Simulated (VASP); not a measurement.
Si5Te, 6 atoms in the cell. It takes space group F-43m (No. 216, cubic). Conventional cell: a = 7.849 Å, b = 7.849 Å, c = 7.849 Å, α = 90.00°, β = 90.00°, γ = 90.00°. Within 4.3 Å of Si (site symmetry -43m) lie 12 Si at 3.25 Å and 4 Te at 3.40 Å. Within 3.6 Å of Si (site symmetry 3m) lie 9 Si at 2.74 to 3.25 Å and 3 Te at 3.26 Å. Te (site symmetry -43m) has 16 Si at 3.26 to 3.40 Å within 4.3 Å. 

| Property | Result |
| --- | --- |
| Program | VASP 6.6.1 |
| Task | relaxation of cell and atoms |
| Functional | PBE |
| Potentials or basis | VASP PAW PBE potentials, release 64 (Si, Te) |
| Cutoff | 500 eV |
| k mesh | 4 × 4 × 4 |
| Occupations | gaussian, width 0.1 eV |
| Spin | no spin polarisation |
| Dipole correction | no |
| Further INCAR settings | ALGO = Normal; EDIFF = 1e-07; IBRION = 2; EDIFFG = -0.04; NSW = 90; ISIF = 3 |

Potentials or basis: VASP PAW PBE potentials, release 64 (Si, Te).

The run is started by

```console
$ cat potpaw_PBE.64/Si/POTCAR potpaw_PBE.64/Te/POTCAR > POTCAR
$ mpirun -np 1 vasp_std > vasp.out
```

Hardware: 1 thread of Intel Xeon 6975P-C, with other jobs on the host.

Q: How long does it take, and how much memory?

A: It took 90 s on 1 thread of Intel Xeon 6975P-C (shared host), peak memory 0.25 GiB. Counts: scf iterations 57, k points 8, ion steps 5.
